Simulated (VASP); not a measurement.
Write the native input for VASP 6.6.1 that does the following.

| Quantity | Value |
| --- | --- |
| Task | single point |
| Functional | PBEsol |
| Potentials or basis | VASP PAW PBE potentials, release 64 (B, P) |
| Cutoff | 500 eV |
| k mesh | 10 × 10 × 10 |
| Occupations | gaussian, width 0.02 eV |
| Spin | no spin polarisation |
| Dipole correction | no |
| Further INCAR settings | ALGO = Normal; EDIFF = 1e-06; NBANDS = 11 |

The structure of BP (sol) lies in POSCAR:

```
BP
1.0
    0.0000000000      2.2375332127      2.2662813426
    2.2375332127      0.0000000000      2.2662813426
    2.2375332127      2.2375332127      0.0000000000
B P
1 1
Direct
    0.0000000000      0.0000000000      0.0000000000
    0.2500000000      0.2500000000      0.2500000000
```

This cell differs from its parent crystal: strained cell.

The input as run:

INCAR

```
ALGO = Normal ; EDIFF = 1E-6
ENCUT = 500 ; GGA = PS
GGA_COMPAT = False ; ISIF = 2
ISMEAR = 0 ; LASPH = True
LCHARG = False ; LREAL = False
LWAVE = False ; NBANDS = 11
NELM = 120 ; PREC = Accurate
SIGMA = 0.02
```

KPOINTS

```
k-points
0
Gamma
  10 10 10
```

Potentials or basis: VASP PAW PBE potentials, release 64 (B, P).

The run is started by

```console
$ cat potpaw_PBE.64/B/POTCAR potpaw_PBE.64/P/POTCAR > POTCAR
$ mpirun -np 1 vasp_std > vasp.out
```

It gave:

```yaml
Pressure: 3.1 GPa
Band_gap_on_the_k_mesh: 1.00 eV, indirect (least direct gap 3.34 eV)
```

Caveat: the cell differs from its parent crystal (strained cell); the PAW data sets were made with another functional, which shifts forces and pressure a little.

Run time: 9.2 s on 1 thread of Intel(R) Xeon(R) 6975P-C (Granite Rapids), on a shared host, peak memory 0.14 GiB.
